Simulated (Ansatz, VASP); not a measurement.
CdTe in VASP and in Ansatz

```
Cd Te
1.0
     0.00000    3.34655    3.34655
     3.34655    0.00000    3.34655
     3.34655    3.34655    0.00000
Cd Te
1 1
Direct
  0.00000 0.00000 0.00000
  0.25000 0.25000 0.25000
```

Alike in both runs: task single point; functional revPBE; k mesh 6 × 6 × 6; occupations gaussian, width 0.05 eV; no spin polarisation.

```csv
,VASP,Ansatz
version,VASP 6.6.1,Ansatz 0.2.0
potentials or method,"VASP PAW PBE potentials, release 64 (Cd, Te), cutoff 520 eV","scalar-relativistic, plane waves, PAW"
valence electrons in the cell,18,36
```

```csv
,VASP,Ansatz,Ansatz less VASP
gap on the k mesh at the Fermi level (eV),0.59,0.60,+0.005
least direct gap on the mesh (eV),0.59,0.60,+0.005
pressure (GPa),0.1,0.0,-0.09
```

VASP's potentials were made for PBE, not for revPBE. VASP's potentials hold 18 valence electrons a cell and Ansatz's 36, so a difference there can come from the potentials and not from the codes.

Neither program's run includes spin-orbit coupling.
